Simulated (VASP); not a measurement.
A run of VASP 6.6.1 is set up as follows.

POSCAR

```
CdS
1.0
    0.0000000000      2.7532440000      2.7532440000
    2.7532440000      0.0000000000      2.7532440000
    2.7532440000      2.7532440000      0.0000000000
Cd S
1 1
Direct
    0.0000000000      0.0000000000      0.0000000000
    0.5000000000      0.5000000000      0.5000000000
```

The input INCAR.step1:

```
ALGO = Normal ; EDIFF = 1E-4
ENCUT = 520 ; GGA = PE
ISMEAR = -1 ; LASPH = True
LCHARG = False ; LREAL = False
LWAVE = True ; NBANDS = 16
NELM = 60 ; PREC = Accurate
SIGMA = 0.02
```

File INCAR.step2:

```
ALGO = Normal ; EDIFF = 1E-8
ENCUT = 520 ; ISIF = 2
ISMEAR = -1 ; ISTART = 1
LASPH = True ; LCHARG = False
LEFG = True ; LMIXTAU = True
LREAL = False ; LWAVE = False
METAGGA = R2SCAN ; NBANDS = 16
NELM = 60 ; PREC = Accurate
SIGMA = 0.02
```

The input KPOINTS:

```
k-points
0
Gamma
  9 9 9
```

Potentials or basis: VASP PAW PBE potentials, release 64 (Cd, S).

Launch:

```sh
$ cat potpaw_PBE.64/Cd/POTCAR potpaw_PBE.64/S/POTCAR > POTCAR
$ cp INCAR.step1 INCAR
$ mpirun -np 1 vasp_std > vasp.out
$ cp INCAR.step2 INCAR
$ mpirun -np 1 vasp_std > vasp.out
```

(1) What does it give for the band gap on the k mesh?

(2) Estimate the pressure.

Answers

(1) 0.89 eV (least direct gap 2.15 eV).

(2) -1.8 GPa.

Caveat: the PAW data sets were made with another functional, which shifts forces and pressure a little; an odd mesh through Γ misses points on the zone boundary, where band edges can lie.
